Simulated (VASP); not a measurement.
Runs of VASP 6.6.1 on WS2. The structure is that of space group P6/mmm (No. 191), or close to it. The cells are those of the table. 

| task | spin | cell | k mesh | cutoff (eV) | gap on the mesh (eV) | pressure (GPa) | moment (μB) |
| --- | --- | --- | --- | --- | --- | --- | --- |
| single point | collinear, ferromagnetic start | a = 4.352, b = 4.352, c = 2.965 Å, angles 90.0, 90.0, 120.0°, 3 atoms | 12 × 12 × 10 | 520 | none | 0.0 | (a) |
| relaxation of cell and atoms | off | relaxed from a = 4.352, b = 4.352, c = 2.965 Å, angles 90.0, 90.0, 120.0°, 3 atoms | 12 × 12 × 16 | 600 | none | 0.0 | - |
| single point | collinear, ferromagnetic start | a = 3.735, b = 3.735, c = 6.537 Å, angles 90.0, 90.0, 120.0°, 3 atoms | 6 × 6 × 4 | 520 | none | 56.9 | (b) |
| relaxation of cell and atoms | collinear, ferrimagnetic start | relaxed from a = 3.735, b = 3.735, c = 6.537 Å, angles 90.0, 90.0, 120.0°, 3 atoms | 6 × 6 × 4 | 600 | none | 0.0 | 2.26 |
| single point | off | a = 4.352, b = 4.352, c = 2.963 Å, angles 90.0, 90.0, 120.0°, 3 atoms | 12 × 12 × 16 | 520 | none | 0.0 | - |
| single point | collinear, ferrimagnetic start | a = 4.377, b = 4.377, c = 4.958 Å, angles 90.0, 90.0, 120.0°, 3 atoms | 6 × 6 × 4 | 520 | none | 0.2 | 2.24 |

Alike in all rows: level PBE; potentials or basis VASP PAW PBE potentials, release 64 (W_sv, S); smearing gaussian 0.1 eV.

Fill in the values left out.

(a) 0.00; (b) 1.36.

Caveats: spin-orbit coupling is left out, which moves the levels of the heavy elements; the relaxation stopped at its first step, so nothing moved (some runs).

A k mesh can miss the band edges, and the runs leave out spin-orbit coupling on W.

A gap of «none» marks levels without a gap at the run's occupations.
